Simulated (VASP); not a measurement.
Set up this calculation in VASP 6.6.1, as the native input.

```yaml
Task: single point
Functional: PBEsol
Potentials_or_basis: VASP PAW PBE potentials, release 64 (Bi_d)
Cutoff: 520 eV
k_mesh: 10 × 10 × 10
Occupations: gaussian, width 0.05 eV
Spin: no spin polarisation
Dipole_correction: no
Further_INCAR_settings: ALGO = Fast; EDIFF = 1e-06; NBANDS = 14
```

The structure of Bi lies in POSCAR:

```
Bi
1.0
   -4.2574820000      4.2574820000      1.4305640000
    4.2574820000     -4.2574820000      1.4305640000
    4.2574820000      4.2574820000     -1.4305640000
Bi
1
Direct
    0.0000000000      0.0000000000      0.0000000000
```

These files were run (other wordings do the same):

INCAR

```
SYSTEM = Bi
PREC = Accurate
ENCUT = 520
EDIFF = 1E-6
ISMEAR = 0
SIGMA = 0.05
LREAL = .FALSE.
LASPH = .TRUE.
NELM = 100
ALGO = Fast
ISIF = 2
LWAVE = .FALSE.
LCHARG = .FALSE.
GGA = PS
NBANDS = 14
```

KPOINTS

```
regular mesh
0
G
  10 10 10
  0 0 0
```

Potentials or basis: VASP PAW PBE potentials, release 64 (Bi_d).

Launch:

```console
$ cat potpaw_PBE.64/Bi_d/POTCAR > POTCAR
$ mpirun -np 1 vasp_std > vasp.out
```

Results of the run:

The pressure is -0.4 GPa.

Caveat: the PAW data sets were made with another functional, which shifts forces and pressure a little.

Run time: 110 s on 1 thread of Intel(R) Xeon(R) 6975P-C (Granite Rapids), with other jobs on the host, peak memory 0.39 GiB.
